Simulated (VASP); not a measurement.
Set up this calculation in VASP 6.6.1, as the native input.

```yaml
Task: single point
Functional: PBE
Potentials_or_basis: VASP PAW PBE potentials, release 64 (In_d, Ru_pv)
Cutoff: 520 eV
k_mesh: 4 × 4 × 4
Occupations: gaussian, width 0.2 eV
Spin: no spin polarisation
Dipole_correction: no
Further_INCAR_settings: ALGO = Normal; EDIFF = 1e-06; NBANDS = 41
```

The structure of In4Ru lies in POSCAR:

```
In4Ru
1.0
   -3.1423146306      3.1423146306      3.1349186125
    3.1423146306     -3.1423146306      3.1349186125
    3.1423146306      3.1423146306     -3.1349186125
In Ru
4 1
Direct
    0.5000000000      0.5000000000      0.5000000000
    0.0000000000      0.0000000000      0.5000000000
    0.5000000000      0.0000000000      0.0000000000
    0.0000000000      0.5000000000      0.0000000000
    0.0000000000      0.0000000000      0.0000000000
```

One way to write it, as run:

INCAR

```
ALGO = Normal
EDIFF = 1E-6
ENCUT = 520
GGA = PE
ISIF = 2
ISMEAR = 0
LASPH = True
LCHARG = False
LREAL = False
LWAVE = False
NBANDS = 41
NELM = 60
PREC = Accurate
SIGMA = 0.2
```

KPOINTS

```
k-points
0
Gamma
  4 4 4
```

Potentials or basis: VASP PAW PBE potentials, release 64 (In_d, Ru_pv).

The run is started by

```console
$ cat potpaw_PBE.64/In_d/POTCAR potpaw_PBE.64/Ru_pv/POTCAR > POTCAR
$ mpirun -np 1 vasp_std > vasp.out
```

Results of the run:

```yaml
Pressure: 0.0 GPa
Band_gap_on_the_k_mesh: zero (band 33 reaches 10.02 eV, above the bottom of band 34 at 6.64 eV)
```

Caveat: spin-orbit coupling is left out, which moves the levels of the heavy elements.

Run time: 110 s on 1 thread of AMD EPYC 7R43 64-Core Processor (Zen 3) (shared host), peak memory 0.22 GiB.
